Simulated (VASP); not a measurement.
Write the native input for VASP 6.6.1 that does the following.

| Item | Value |
| --- | --- |
| Task | electric field gradients |
| Functional | PBE |
| Potentials or basis | VASP PAW PBE potentials, release 64 (Cu_sv_GW, Au_sv_GW) |
| Cutoff | 610 eV |
| k mesh | 13 × 13 × 10 |
| Occupations | fermi-dirac, width 0.05 eV |
| Spin | no spin polarisation |
| Dipole correction | no |
| Further INCAR settings | ALGO = Normal; EDIFF = 1e-08; NBANDS = 26 |

The structure of CuAu lies in POSCAR:

```
CuAu
1.0
    2.8000000000      0.0000000000      0.0000000000
    0.0000000000      2.8000000000      0.0000000000
    0.0000000000      0.0000000000      3.6700000000
Cu Au
1 1
Direct
    0.5000000000      0.5000000000      0.5000000000
    0.0000000000      0.0000000000      0.0000000000
```

These files were run (other wordings do the same):

INCAR

```
ALGO = Normal ; EDIFF = 1E-8
ENCUT = 610 ; GGA = PE
GGA_COMPAT = False ; ISIF = 2
ISMEAR = -1 ; LASPH = True
LCHARG = False ; LEFG = True
LREAL = False ; LWAVE = False
NBANDS = 26 ; NELM = 120
PREC = Accurate ; SIGMA = 0.05
```

KPOINTS

```
k-points
0
Gamma
  13 13 10
```

Potentials or basis: VASP PAW PBE potentials, release 64 (Cu_sv_GW, Au_sv_GW).

Run with:

```sh
$ cat potpaw_PBE.64/Cu_sv_GW/POTCAR potpaw_PBE.64/Au_sv_GW/POTCAR > POTCAR
$ mpirun -np 1 vasp_std > vasp.out
```

It gave:

The pressure is 4.9 GPa and the band gap on the k mesh is zero (bands 19 and 20 overlap by 6.46 eV). The largest electric field gradient by atom is Cu -11.8; Au +66.0 V/Å².

Caveat: the cell stands under pressure; without QUAD_EFG the Cq values of the log hold for a quadrupole moment of 1 mb, not for the nuclei; spin-orbit coupling is left out, which moves the levels of the heavy elements.

Wall time 97 s on 1 thread of AMD EPYC 9R45 96-Core Processor (Zen 5), on a shared host, peak memory 0.28 GiB.
